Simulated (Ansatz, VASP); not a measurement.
**Two plane-wave programs on AlN**

```
Al N
1.0
    -1.65675    2.86957    0.00000
     0.00000    0.00000    4.18746
     4.97025    2.86957    0.00000
Al N
4 4
Direct
  0.70778 0.75000 0.13452
  0.00000 0.75000 0.66667
  0.00000 0.25000 0.33333
  0.50000 0.25000 0.83333
  0.50000 0.25000 0.16667
  0.00000 0.25000 0.66667
  0.00000 0.75000 0.33333
  0.50000 0.75000 0.83333
```

Alike in both runs: task single point; functional PBE; k mesh 8 × 6 × 4; occupations gaussian, width 0.05 eV; no spin polarisation.

|  | VASP | Ansatz |
| --- | --- | --- |
| version | VASP 6.6.1 | Ansatz 0.2.0 |
| potentials or method | VASP PAW PBE potentials, release 64 (Al, N), cutoff 520 eV | scalar-relativistic, plane waves, PAW |
| valence electrons in the cell | 32 | 32 |

|  | VASP | Ansatz | Ansatz less VASP |
| --- | --- | --- | --- |
| gap on the k mesh at the Fermi level (eV) | 2.27 | 2.27 | 0.000 |
| least direct gap on the mesh (eV) | 2.27 | 2.27 | 0.000 |
| pressure (GPa) | 13.7 | 13.7 | +0.01 |
| traceless stress, the component that is largest in VASP (GPa) | 20.63 | 20.49 | -0.134 |
| rms of the force components (eV/Å) | 3.966 | 3.945 | -0.0211 |

Atom by atom the forces differ by 0.024 eV/Å (rms over components). The functional is the same, so the differences come from potentials, cutoffs and numerics.
